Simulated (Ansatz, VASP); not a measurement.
# SrO: VASP beside Ansatz

The input INCAR:

```
SYSTEM = SrO
  ALGO = Normal
  EDIFF = 1E-7
  ENCUT = 520
  GGA = PE
  ISIF = 2
  ISMEAR = -1
  LASPH = .TRUE.
  LCHARG = .FALSE.
  LREAL = .FALSE.
  LWAVE = .FALSE.
  NBANDS = 15
  NELM = 100
  PREC = Accurate
  SIGMA = 0.02
```

File KPOINTS:

```
k-points
0
G
  8 8 8
  0 0 0
```

The input POSCAR:

```
SrO
1.0
    0.0000000000      2.7922805133      2.7922805133
    2.7922805133      0.0000000000      2.7922805133
    2.7922805133      2.7922805133      0.0000000000
Sr O
1 1
Direct
    0.0000000000      0.0000000000      0.0000000000
    0.2500000000      0.2500000000      0.2500000000
```

Input for Ansatz:

```yaml
crystal:
  lattice:
    - [0.0, 2.7922805133, 2.7922805133]
    - [2.7922805133, 0.0, 2.7922805133]
    - [2.7922805133, 2.7922805133, 0.0]
  atoms:
    - { symbol: Sr, position: [0.0, 0.0, 0.0] }
    - { symbol: O, position: [0.25, 0.25, 0.25] }
kpoints:
  mp_grid: { grid: [8, 8, 8] }
  band_path:
    path:
      - [[0.0, 0.0, 0.0], [-0.5, -0.5, -1.386853049538e-33], [-0.375, -0.375, 0.25]]
      - [[-0.375, 1.821772209426e-17, 0.375], [0.0, 0.0, 0.0], [3.653159092728e-19, 3.653159092728e-19, 0.5], [-0.5, -0.25, 0.25], [-0.5, -0.5, -1.386853049538e-33]]
    npoints: 10
hamiltonian:
  xc: pbe
scf:
  occupations: { method: fermi_dirac, width: 0.02 }
  n_extra_bands: 4
output:
  forces: true
  stress: true
  eigenvalues: true
```

Alike in both runs: task single point; functional PBE; k mesh 8 × 8 × 8; occupations fermi-dirac, width 0.02 eV; no spin polarisation.

```csv
,VASP,Ansatz
version,VASP 6.6.1,Ansatz 0.2.0
potentials or method,"VASP PAW PBE potentials, release 64 (Sr_sv, O)","plane waves, PAW"
plane-wave cutoff (eV),520,420
valence electrons in the cell,16,16
```

```tsv
	VASP	Ansatz	Ansatz less VASP
gap on the k mesh at the Fermi level (eV)	2.52	2.52	-0.005
pressure (GPa)	1.4	1.0	-0.47
```

With one functional, cell and mesh, what is left measures potentials, basis and numerics.
